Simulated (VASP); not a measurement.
Write the native input for VASP 6.6.1 that does the following.

```
Task                   : single point
Functional             : LDA
Potentials or basis    : VASP PAW LDA potentials, release 64 (P)
Cutoff                 : 520 eV
k mesh                 : 14 × 14 × 10
Occupations            : gaussian, width 0.1 eV
Spin                   : no spin polarisation
Dipole correction      : no
Further INCAR settings : ALGO = Normal; EDIFF = 1e-06; NBANDS = 18
```

The structure of P lies in POSCAR:

```
P
1.0
    1.6548962201     -5.0813222877      0.0000000000
    1.6548962201      5.0813222877      0.0000000000
    0.0000000000      0.0000000000      4.1282394227
P
4
Direct
    0.8935231833      0.1064768167      0.0710045330
    0.6064768167      0.3935231833      0.5710045330
    0.1064768167      0.8935231833      0.9289954670
    0.3935231833      0.6064768167      0.4289954670
```

One way to write it, as run:

INCAR

```
SYSTEM = P
PREC     = Accurate       ! precision mode
ENCUT    = 520            ! plane-wave cutoff, eV
EDIFF    = 1E-6           ! SCF threshold, eV
ISMEAR   = 0              ! smearing method
SIGMA    = 0.1            ! smearing width, eV
LREAL    = .FALSE.        ! projectors in reciprocal space
LASPH    = .TRUE.         ! aspherical terms in the spheres
NELM     = 60             ! most SCF steps
ALGO     = Normal         ! electronic algorithm
ISIF     = 2              ! what is computed and relaxed
LWAVE    = .FALSE.        ! write WAVECAR
LCHARG   = .FALSE.        ! write CHGCAR
NBANDS   = 18             ! bands
```

KPOINTS

```
regular mesh
0
G
  14 14 10
  0 0 0
```

Potentials or basis: VASP PAW LDA potentials, release 64 (P).

Run with:

```console
$ cat potpaw_LDA.64/P/POTCAR > POTCAR
$ mpirun -np 1 vasp_std > vasp.out
```

It gave:

```json
{"Pressure": "-0.3 GPa", "Largest force": "0.051 eV/Å", "Band gap on the k mesh": "zero (bands 10 and 11 overlap by 0.33 eV)"}
```

It took 8.4 min on 1 thread of Oxide Virtual Turin-like Processor, on a shared host, peak memory 0.35 GiB.
